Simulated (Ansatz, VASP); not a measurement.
Mg2BiN3: VASP beside Ansatz

The input INCAR:

```
SYSTEM = Mg2BiN3
  ALGO = Normal
  EDIFF = 1E-6
  ENCUT = 520
  GGA = PE
  ISIF = 2
  ISMEAR = 0
  LASPH = .TRUE.
  LCHARG = .FALSE.
  LREAL = .FALSE.
  LWAVE = .FALSE.
  NBANDS = 26
  NELM = 80
  PREC = Accurate
  SIGMA = 0.1
```

File KPOINTS:

```
k-points
0
G
  6 6 6
  0 0 0
```

The input POSCAR:

```
Mg2BiN3
1.0
    5.6679807400      0.0000000000      0.0000000000
   -2.8339903700      4.9086153100      0.0000000000
    0.0000000000      0.0000000000      3.2699515300
Mg Bi N
2 1 3
Direct
    0.3333333300      0.6666666700      0.5000000000
    0.6666666700      0.3333333300      0.5000000000
    0.0000000000      0.0000000000      0.5000000000
    0.0000000000      0.5000000000      0.0000000000
    0.5000000000      0.0000000000      0.0000000000
    0.5000000000      0.5000000000      0.0000000000
```

Input for Ansatz:

```yaml
crystal:
  lattice:
    - [5.66798074, 0.0, 0.0]
    - [-2.83399037, 4.90861531, 0.0]
    - [0.0, 0.0, 3.26995153]
  atoms:
    - { symbol: Mg, position: [0.33333333, 0.66666667, 0.5] }
    - { symbol: Mg, position: [0.66666667, 0.33333333, 0.5] }
    - { symbol: Bi, position: [0.0, 0.0, 0.5] }
    - { symbol: "N", position: [0.0, 0.5, 0.0] }
    - { symbol: "N", position: [0.5, 0.0, 0.0] }
    - { symbol: "N", position: [0.5, 0.5, 0.0] }
basis:
  ecutwfc: 420
kpoints:
  mp_grid: { grid: [6, 6, 6] }
hamiltonian:
  xc: pbe
scf:
  occupations: { method: gaussian, width: 0.1 }
  lower_state_search: "off"
output:
  forces: true
  stress: true
  eigenvalues: true
```

Change from the starting cell: species swapped into the GdB2Ir3 type (P6/mmm, No. 191).

Alike in both runs: task single point; functional PBE; k mesh 6 × 6 × 6; occupations gaussian, width 0.1 eV; no spin polarisation.

|  | VASP | Ansatz |
| --- | --- | --- |
| version | VASP 6.6.1 | Ansatz 0.2.0 |
| potentials or method | VASP PAW PBE potentials, release 64 (Mg, Bi_d, N), cutoff 520 eV | scalar-relativistic, plane waves, PAW |
| valence electrons in the cell | 34 | 50 |

|  | VASP | Ansatz | Ansatz less VASP |
| --- | --- | --- | --- |
| gap on the k mesh at the Fermi level (eV) | none | none | - |
| pressure (GPa) | -12.7 | -12.4 | +0.32 |
| traceless stress, the component that is largest in VASP (GPa) | -4.29 | -4.21 | +0.087 |

A gap of «none» marks a metal or a gap that the smearing closes. VASP's potentials hold 34 valence electrons a cell and Ansatz's 50, so a difference there can come from the potentials and not from the codes.

Spin-orbit coupling is off throughout.
